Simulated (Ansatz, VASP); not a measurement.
## Two plane-wave programs on BP

Contents of INCAR:

```
SYSTEM = BP
ALGO     = Normal         ! electronic algorithm
EDIFF    = 1E-6           ! SCF threshold, eV
ENCUT    = 500            ! plane-wave cutoff, eV
GGA_COMPAT= .FALSE.      
ISIF     = 2              ! what is computed and relaxed
ISMEAR   = -1             ! smearing method
LASPH    = .TRUE.         ! aspherical terms in the spheres
LCHARG   = .FALSE.        ! write CHGCAR
LREAL    = .FALSE.        ! projectors in reciprocal space
LWAVE    = .FALSE.        ! write WAVECAR
NBANDS   = 11             ! bands
NELM     = 120            ! most SCF steps
PREC     = Accurate       ! precision mode
SIGMA    = 0.1            ! smearing width, eV
```

File KPOINTS:

```
k-points
0
G
  15 15 15
  0 0 0
```

File POSCAR:

```
BP
1.0
    0.0000000000      2.0438047812      2.0438047812
    2.0438047812      0.0000000000      2.0438047812
    2.0438047812      2.0438047812      0.0000000000
B P
1 1
Direct
    0.0000000000      0.0000000000      0.0000000000
    0.5000000000      0.5000000000      0.5000000000
```

Input for Ansatz:

```yaml
crystal:
  lattice:
    - [0.0, 2.0438047812, 2.0438047812]
    - [2.0438047812, 0.0, 2.0438047812]
    - [2.0438047812, 2.0438047812, 0.0]
  atoms:
    - { symbol: B, position: [0.0, 0.0, 0.0] }
    - { symbol: P, position: [0.5, 0.5, 0.5] }
kpoints:
  mp_grid: { grid: [15, 15, 15] }
scf:
  occupations: { method: fermi_dirac, width: 0.1 }
hamiltonian:
  xc: lda
  pseudopotentials: { kind: paw }
output:
  forces: true
  stress: true
  eigenvalues: true
  populations: true
```

Change from the starting cell: volume scaled by 0.88, PAW files.

Alike in both runs: task single point; functional LDA; k mesh 15 × 15 × 15; occupations fermi-dirac, width 0.1 eV; no spin polarisation.

```csv
,VASP,Ansatz
version,VASP 6.6.1,Ansatz 0.2.0
potentials or method,"VASP PAW LDA potentials, release 64 (B, P)","PAW with Ansatz's default frozen-core files, scalar-relativistic"
plane-wave cutoff (eV),500,420
valence electrons in the cell,8,8
```

```csv
,VASP,Ansatz,Ansatz less VASP
pressure (GPa),27.9,27.9,+0.06
```

LDA's correlation is that of Perdew and Zunger in VASP and of Perdew and Wang (1992) in Ansatz.
